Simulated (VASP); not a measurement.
# WC (Fm-3m) in VASP: a series of runs, part 2 of 2

VASP 6.6.1. Earlier steps stand in the parts before.

## 4. Single point, BLYP

INCAR reads:

```
SYSTEM = WC
  PREC = Accurate
  ENCUT = 520
  EDIFF = 1E-7
  ISMEAR = -1
  SIGMA = 0.1
  LREAL = .False.
  LASPH = .True.
  NELM = 100
  ALGO = Normal
  ISIF = 2
  LWAVE = .False.
  LCHARG = .False.
  GGA = B5
  ALDAX = 1.0
  AGGAX = 1.0
  AGGAC = 1.0
  ALDAC = 0.0
  NBANDS = 16
```

KPOINTS reads:

```
Automatic mesh
0
Gamma
  10 10 10
  0 0 0
```

POSCAR reads:

```
WC
1.0
    0.0000000000      2.1926840000      2.1926840000
    2.1926840000      0.0000000000      2.1926840000
    2.1926840000      2.1926840000      0.0000000000
W C
1 1
Direct
    0.0000000000      0.0000000000      0.0000000000
    0.5000000000      0.5000000000      0.5000000000
```

Potentials or basis: VASP PAW PBE potentials, release 64 (W_sv, C).

Launch:

```console
$ cat potpaw_PBE.64/W_sv/POTCAR potpaw_PBE.64/C/POTCAR > POTCAR
$ mpirun -np 1 vasp_std > vasp.out
```

OUTCAR:

```text
SYSTEM = WC
   PREC = Accurate
   ENCUT = 520
   EDIFF = 1E-7
   ISMEAR = -1
   LREAL = .False.
   LASPH = .True.
   NELM = 100
   ISIF = 2
   GGA = B5

 ion  position               nearest neighbor table
   1  0.000  0.000  0.000-   2 2.19   2 2.19   2 2.19   2 2.19   2 2.19   2 2.19
   2  0.500  0.500  0.500-   1 2.19   1 2.19   1 2.19   1 2.19   1 2.19   1 2.19

  LATTYP: Found a face centered cubic cell.
 ALAT       =     4.3853680000

  Lattice vectors:

 A1 = (   0.0000000000,   2.1926840000,   2.1926840000)
 A2 = (   2.1926840000,   0.0000000000,   2.1926840000)
 A3 = (   2.1926840000,   2.1926840000,   0.0000000000)

Analysis of symmetry for initial positions (statically):
=====================================================================
 Subroutine PRICEL returns:
 Original cell was already a primitive cell.

 Routine SETGRP: Setting up the symmetry group for a
 face centered cubic supercell.

 Subroutine GETGRP returns: Found 48 space group operations
 (whereof 48 operations were pure point group operations)
 out of a pool of 48 trial point group operations.

The static configuration has the point symmetry O_h .

Analysis of symmetry for dynamics (positions and initial velocities):
=====================================================================
 Subroutine PRICEL returns:
 Original cell was already a primitive cell.

 Routine SETGRP: Setting up the symmetry group for a
 face centered cubic supercell.

 Subroutine GETGRP returns: Found 48 space group operations
 (whereof 48 operations were pure point group operations)
 out of a pool of 48 trial point group operations.

The dynamic configuration has the point symmetry O_h .

 Subroutine INISYM returns: Found 48 space group operations
 (whereof 48 operations are pure point group operations),
 and found     1 'primitive' translations

----------------------------------------------------------------------------------------

                                     Primitive cell

  volume of cell :      21.0842

  direct lattice vectors                    reciprocal lattice vectors
     0.000000000  2.192684000  2.192684000    -0.228031034  0.228031034  0.228031034
     2.192684000  0.000000000  2.192684000     0.228031034 -0.228031034  0.228031034
     2.192684000  2.192684000  0.000000000     0.228031034  0.228031034 -0.228031034

  length of vectors
     3.100923451  3.100923451  3.100923451     0.394961337  0.394961337  0.394961337

  position of ions in fractional coordinates (direct lattice)
[... 8 lines left out ...]
----------------------------------------------------------------------------------------

 KPOINTS: Automatic mesh

Automatic generation of k-mesh.
 Grid dimensions read from file:
 generate k-points for:   10   10   10

 Generating k-lattice:

  Cartesian coordinates                     Fractional coordinates (reciprocal lattice)
    -0.022803103  0.022803103  0.022803103     0.100000000  0.000000000  0.000000000
     0.022803103 -0.022803103  0.022803103     0.000000000  0.100000000  0.000000000
     0.022803103  0.022803103 -0.022803103     0.000000000  0.000000000  0.100000000

  Length of vectors
     0.039496134  0.039496134  0.039496134

  Shift w.r.t. Gamma in fractional coordinates (k-lattice)
     0.000000000  0.000000000  0.000000000

 Subroutine IBZKPT returns following result:
 ===========================================

 Found     47 irreducible k-points:

 Following reciprocal coordinates:
            Coordinates               Weight
  0.000000  0.000000  0.000000      1.000000
  0.100000  0.000000  0.000000      8.000000
  0.200000  0.000000  0.000000      8.000000
  0.300000  0.000000  0.000000      8.000000
  0.400000  0.000000  0.000000      8.000000
  0.500000  0.000000  0.000000      4.000000
[... 16 lines left out ...]
  0.300000  0.300000  0.000000      6.000000
  0.400000  0.300000  0.000000     24.000000
 [... further k-points ...]
   k-points           NKPTS =     47   k-points in BZ     NKDIM =     47   number of bands    NBANDS=     16
   number of dos      NEDOS =    301   number of ions     NIONS =      2
   total plane-waves  NPLWV =  13824
   dimension x,y,z NGX =    24 NGY =   24 NGZ =   24
   dimension x,y,z NGXF=    48 NGYF=   48 NGZF=   48
   ions per type =               1   1
   NGX,Y,Z   is equivalent  to a cutoff of  12.87, 12.87, 12.87 a.u.
   NGXF,Y,Z  is equivalent  to a cutoff of  25.73, 25.73, 25.73 a.u.
 SYSTEM =  WC
   PREC   = accura    normal or accurate (medium, high low for compatibility)
   ISTART =      0    job   : 0-new  1-cont  2-samecut
   ICHARG =      2    charge: 1-file 2-atom 10-const
   ISPIN  =      1    spin polarized calculation?
   LNONCOLLINEAR =      F non collinear calculations
   LSORBIT =      F    spin-orbit coupling
   LASPH  =      T    aspherical Exc in radial PAW
   ENCUT  =  520.0 eV  38.22 Ry    6.18 a.u.   5.77  5.77  5.77*2*pi/ulx,y,z
   NELM   =    100;   NELMIN=  2; NELMDL= -5     # of ELM steps
   EDIFF  = 0.1E-06   stopping-criterion for ELM
   LREAL  =      F    real-space projection
   EDIFFG = 0.1E-05   stopping-criterion for IOM
   NSW    =      0    number of steps for IOM
   IBRION =     -1    ionic relax: 0-MD 1-quasi-New 2-CG
   NFREE  =      0    steps in history (QN), initial steepest desc. (CG)
   ISIF   =      2    stress and relaxation
   ISYM   =      2    0-nonsym 1-usesym 2-fastsym
   POTIM  = 0.5000    time-step for ionic-motion
   TEBEG  =    0.0;   TEEND  =   0.0 temperature during run
   PSTRESS=    0.0 pullay stress
   NELECT =      18.0000    total number of electrons
   NUPDOWN=      -1.0000    fix difference up-down
   EMIN   =  10.00;   EMAX   =-10.00  energy-range for DOS
   EFERMI =   0.00;   METHOD = LEGACY
   ISMEAR =    -1;   SIGMA  =   0.10  broadening in eV -4-tet -1-fermi 0-gaus
   EFERMI_NEDOS =   21; number of points for ismear=-14 and -15
   IALGO  =     38    algorithm
   IMIX   =      4    mixing-type and parameters
     AMIX     =   0.40;   BMIX     =  1.00
     AMIX_MAG =   1.60;   BMIX_MAG =  1.00
  volume/ion in A,a.u.               =      10.54        71.14
  Fermi-wavevector in a.u.,A,eV,Ry     =   1.553029  2.934800 32.815887  2.411900
  Thomas-Fermi vector in A             =   2.657319
   LORBIT       =      0    0 simple, 1 ext, 2 COOP (PROOUT), +10 PAW based schemes
   GGA     = B5    functional components
   LHFCALC =     F    Hartree Fock is set to
   AEXX    =    0.0000 exact exchange contribution
   IVDW    =     0    specifies the selected vdW correction
   LEPSILON=     F    determine dielectric tensor
   LRPA    =     F    only Hartree local field effects (RPA)
 non-spin polarized calculation
  energy-cutoff  :      520.00
  volume of cell :       21.08
 maximum number of plane-waves:       588
   NGX = 11   NGY = 11   NGZ = 11

 number of electron      18.0000001 magnetization

 Free energy of the ion-electron system (eV)
  ---------------------------------------------------
  ext. energy  EPLUGINS =         0.00000000
  ---------------------------------------------------
  free energy    TOTEN  =       -19.14702003 eV

  energy without entropy =      -19.11947088  energy(sigma->0) =      -19.13324546

 E-fermi :  12.9020     XC(G=0): -13.0064

 val. band max:       12.8426363893   @ k =   0.3000   0.2000   0.1000
 cond. band min:      12.9660092906   @ k =  -0.1000   0.1000   0.0000
 fundamental gap:      0.1233729013
 Fermi energy:        12.9020241170

 k-point     1 :       0.0000    0.0000    0.0000
  band No.  band energies     occupation
      1     -62.1441      2.00000
      2     -26.4000      2.00000
      3     -26.4000      2.00000
      4     -26.4000      2.00000
      5      -2.7183      2.00000
      6      10.1906      2.00000
[... 8 lines left out ...]
     15      23.1376      0.00000
     16      36.3148      0.00000
[... 419 lines left out ...]
 k-point    24 :       0.4000    0.3000    0.0000
  band No.  band energies     occupation
      1     -62.1035      2.00000
      2     -26.8316      2.00000
      3     -26.5777      2.00000
      4     -26.5600      2.00000
      5      -0.3772      2.00000
      6       5.9997      2.00000
[... 8 lines left out ...]
     15      24.8213      0.00000
     16      28.6008      0.00000

 [... further k-points ...]

------------------------ aborting loop because EDIFF is reached ----------------------------------------

  FORCE on cell =-STRESS in cart. coord.  units (eV):
  Direction    XX          YY          ZZ          XY          YZ          ZX
  --------------------------------------------------------------------------------------
  -------------------------------------------------------------------------------------
  Total        1.8319625      1.8319625      1.8319625      0.0000000      0.0000000     -0.0000000
  in kB      139.2095457    139.2095457    139.2095457      0.0000000      0.0000000     -0.0000000
  external PRESSURE =     139.2095457 kB  Pullay stress =       0.0000000 kB

 VOLUME and BASIS-vectors are now :
 -----------------------------------------------------------------------------
  energy-cutoff  :      520.00
  volume of cell :       21.08
      direct lattice vectors                 reciprocal lattice vectors
     0.000000000  2.192684000  2.192684000    -0.228031034  0.228031034  0.228031034
     2.192684000  0.000000000  2.192684000     0.228031034 -0.228031034  0.228031034
     2.192684000  2.192684000  0.000000000     0.228031034  0.228031034 -0.228031034

 POSITION                                       TOTAL-FORCE (eV/Angst)
 -----------------------------------------------------------------------------------
      0.00000      0.00000      0.00000         0.000000     -0.000000     -0.000000
      2.19268      2.19268      2.19268         0.000000      0.000000      0.000000
 -----------------------------------------------------------------------------------
    total drift:                                0.000000     -0.000000     -0.000000

  FREE ENERGIE OF THE ION-ELECTRON SYSTEM (eV)
  ---------------------------------------------------
  free  energy   TOTEN  =       -19.1470200345 eV

  energy  without entropy=      -19.1194708795  energy(sigma->0) =      -19.13324546
```

stdout:

```text
POSCAR found type information on POSCAR W C
 POSCAR found :  2 types and       2 ions
 scaLAPACK will be used
 -----------------------------------------------------------------------------
|                                                                             |
|                                                                             |
|     You enforced a specific xc type in the INCAR file but a different       |
|     I HOPE YOU KNOW WHAT YOU ARE DOING!                                     |
|                                                                             |
 -----------------------------------------------------------------------------

 LDA part: xc-table for (Slater(with rela. corr.)+VWN5), standard interpolation
 POSCAR, INCAR and KPOINTS ok, starting setup
 FFT: planning ... GRIDC
 FFT: planning ... GRID_SOFT
 FFT: planning ... GRID
 WAVECAR not read
 entering main loop
```

Wall time 42 s (1 thread of AMD EPYC 7R43 (Zen 3), shared host); peak memory 0.11 GiB.

Results:

```
Free energy            : -19.1470 eV
Pressure               : 13.9 GPa
Band gap on the k mesh : zero (band 9 reaches 13.88 eV, above the bottom of band 10 at 10.78 eV)
```

Caveat: the PAW data sets were made with another functional, which shifts forces and pressure a little; spin-orbit coupling is left out, which moves the levels of the heavy elements.

## 5. Single point, LDA

INCAR reads:

```
SYSTEM = WC
PREC = Accurate
ENCUT = 910
EDIFF = 1E-6
ISMEAR = -1
SIGMA = 0.1
LREAL = .FALSE.
LASPH = .TRUE.
NELM = 120
ALGO = Normal
ISIF = 2
LWAVE = .FALSE.
LCHARG = .FALSE.
GGA = CA
NBANDS = 16
GGA_COMPAT = .FALSE.
```

KPOINTS reads:

```
Automatic mesh
0
G
  10 10 10
  0 0 0
```

POSCAR is that of step 4.

Potentials or basis: VASP PAW LDA potentials, release 64 (W_sv, C_h).

Launch:

```console
$ cat potpaw_LDA.64/W_sv/POTCAR potpaw_LDA.64/C_h/POTCAR > POTCAR
$ mpirun -np 1 vasp_std > vasp.out
```

Wall time 9.8 s (1 thread of Intel Xeon 6975P-C (Granite Rapids), shared host); peak memory 0.18 GiB.

The run converged. Its results:

* Free energy: -23.8088 eV
* Pressure: -14.1 GPa
* Band gap on the k mesh: zero (band 9 reaches 13.61 eV, above the bottom of band 10 at 10.45 eV)

Levels at points of the mesh, in eV from the Fermi level:
| k point | band 6 | band 7 | band 8 | band 9 | band 10 | band 11 | band 12 | band 13 |
| --- | --- | --- | --- | --- | --- | --- | --- | --- |
| (0.00, 0.00, 0.00) | -2.76 | -2.76 | -2.76 | -1.03 | -1.03 | -1.03 | -0.99 | -0.99 |
| (0.50, 0.00, 0.00) | -9.74 | -6.57 | -6.57 | 1.01 | 1.01 | 2.31 | 5.03 | 8.74 |
| (0.50, 0.50, 0.00) | -5.76 | -5.49 | -2.44 | -2.44 | 0.82 | 2.24 | 2.24 | 5.44 |

Caveat: the cutoff is under 1.25 times the usual one of these potentials, so pressure, stress and relaxed cells hold a basis-set (Pulay) error; spin-orbit coupling is left out, which moves the levels of the heavy elements.

## 6. Overview

```tsv
level	potentials or basis	cutoff (eV)	second run	gap on the mesh (eV)	pressure (GPa)
PBEsol	VASP PAW PBE potentials, release 64 (W_sv, C)	520	-	none	-9.1
LDA	VASP PAW LDA potentials, release 64 (W_sv, C)	520	-	none	-13.9
BLYP	VASP PAW PBE potentials, release 64 (W_sv, C)	520	-	none	13.9
LDA	VASP PAW LDA potentials, release 64 (W_sv, C_h)	910	hard_potentials	none	-14.1
```

Alike in all rows: task single point; no spin polarisation; cell as given; k mesh 10 × 10 × 10; smearing fermi-dirac 0.1 eV.

Caveats: spin-orbit coupling is left out, which moves the levels of the heavy elements; the PAW data sets were made with another functional, which shifts forces and pressure a little (some runs); the cutoff is under 1.25 times the usual one of these potentials, so pressure, stress and relaxed cells hold a basis-set (Pulay) error (some runs).

Total energies depend on the potentials used, so only differences within one code and one set of settings carry meaning.
